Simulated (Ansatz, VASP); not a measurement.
**Two plane-wave programs on MgCd3Se4**

Contents of INCAR:

```
SYSTEM = MgCd3Se4
  PREC = Accurate
  ENCUT = 600
  EDIFF = 1E-7
  ISMEAR = 0
  SIGMA = 0.15
  LREAL = .False.
  LASPH = .True.
  NELM = 120
  ALGO = Normal
  ISIF = 3
  LWAVE = .False.
  LCHARG = .False.
  GGA = PE
  IBRION = 2
  NSW = 36
  EDIFFG = -0.08
  GGA_COMPAT = .False.
  NELMIN = 4
```

The input KPOINTS:

```
regular mesh
0
Gamma
  3 3 1
  0 0 0
```

File POSCAR:

```
MgCd3Se4
1.0
    4.3133236100      0.0000000000      0.0000000000
   -2.1566618000      3.7354478200      0.0000000000
    0.0000000000      0.0000000000     12.3388510600
Mg Cd Se
1 3 4
Direct
    0.0000000000      0.0000000000      0.0000000000
    0.0000000000      0.0000000000      0.5000000000
    0.0000000000      0.0000000000      0.2552560000
    0.0000000000      0.0000000000      0.7447440000
    0.3333333300      0.6666666700      0.8773520000
    0.3333333300      0.6666666700      0.3740980000
    0.6666666700      0.3333333300      0.1226480000
    0.6666666700      0.3333333300      0.6259020000
```

Input for Ansatz:

```yaml
crystal:
  lattice:
    - [4.31332361, 0.0, 0.0]
    - [-2.1566618, 3.73544782, 0.0]
    - [0.0, 0.0, 12.33885106]
  atoms:
    - { symbol: Mg, position: [0.0, 0.0, 0.0] }
    - { symbol: Cd, position: [0.0, 0.0, 0.5] }
    - { symbol: Cd, position: [0.0, 0.0, 0.255256] }
    - { symbol: Cd, position: [0.0, 0.0, 0.744744] }
    - { symbol: Se, position: [0.33333333, 0.66666667, 0.877352] }
    - { symbol: Se, position: [0.33333333, 0.66666667, 0.374098] }
    - { symbol: Se, position: [0.66666667, 0.33333333, 0.122648] }
    - { symbol: Se, position: [0.66666667, 0.33333333, 0.625902] }
basis:
  ecutwfc: 420
kpoints:
  mp_grid: { grid: [3, 3, 1] }
hamiltonian:
  xc: pbe
scf:
  occupations: { method: gaussian, width: 0.15 }
  lower_state_search: "off"
output:
  forces: true
  stress: true
  eigenvalues: true
relax:
  adjacent_minimum: "off"
  f_tol: 0.08
  max_steps: 16
  cell: { stress_tol: 0.8 }
```

Change from the starting cell: species swapped into the Mn3CrTe4 type (P-3m1, No. 164).

Alike in both runs: task relaxation of cell and atoms; functional PBE; k mesh 3 × 3 × 1; occupations gaussian, width 0.15 eV; no spin polarisation.

|  | VASP | Ansatz |
| --- | --- | --- |
| version | VASP 6.6.1 | Ansatz 0.2.0 |
| potentials or method | VASP PAW PBE potentials, release 64 (Mg, Cd, Se), cutoff 600 eV | scalar-relativistic, plane waves, PAW |
| valence electrons in the cell | 62 | 134 |

```tsv
	VASP	Ansatz	Ansatz less VASP
gap on the k mesh at the Fermi level, each at its own relaxed structure (eV)	0.29	0.31	+0.026
relaxed volume (Å³/atom)	23.71	23.57	-0.144
relaxed cell length with the largest relative difference (Å)	4.099	4.084	-0.0148
```

VASP's potentials hold 62 valence electrons a cell and Ansatz's 134, so a difference there can come from the potentials and not from the codes.

The k mesh is coarse, so the values compare programs but aren't converged.
